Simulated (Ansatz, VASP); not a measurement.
One calculation of GaSb, two programs

```
CELL_PARAMETERS angstrom
-2.89500 2.89500 1.58116
2.89500 -2.89500 1.58116
2.89500 2.89500 -1.58116
ATOMIC_POSITIONS crystal
Ga 0.25000 0.75000 0.50000
Sb 0.00000 0.00000 0.00000
```

Alike in both runs: task single point; functional PBE; k mesh 16 × 16 × 16; occupations gaussian, width 0.15 eV; no spin polarisation.

```csv
,VASP,Ansatz
version,VASP 6.6.1,Ansatz 0.2.0
potentials or method,"VASP PAW PBE potentials, release 64 (Ga_d, Sb), cutoff 520 eV","scalar-relativistic, plane waves, PAW"
valence electrons in the cell,18,28
```

Ansatz gave:

- gap on the k mesh at the Fermi level (eV): none
- pressure (GPa): -3.8
- traceless stress, the component that is largest in VASP (GPa): 1.17

Question: What did VASP give for the same quantities?

Answer: gap on the k mesh at the Fermi level (eV): none; pressure (GPa): -3.8; traceless stress, the component that is largest in VASP (GPa): 1.15.

A gap of «none» marks a metal or a gap that the smearing closes. VASP's potentials hold 18 valence electrons a cell and Ansatz's 28, so a difference there can come from the potentials and not from the codes.

Neither program's run includes spin-orbit coupling.
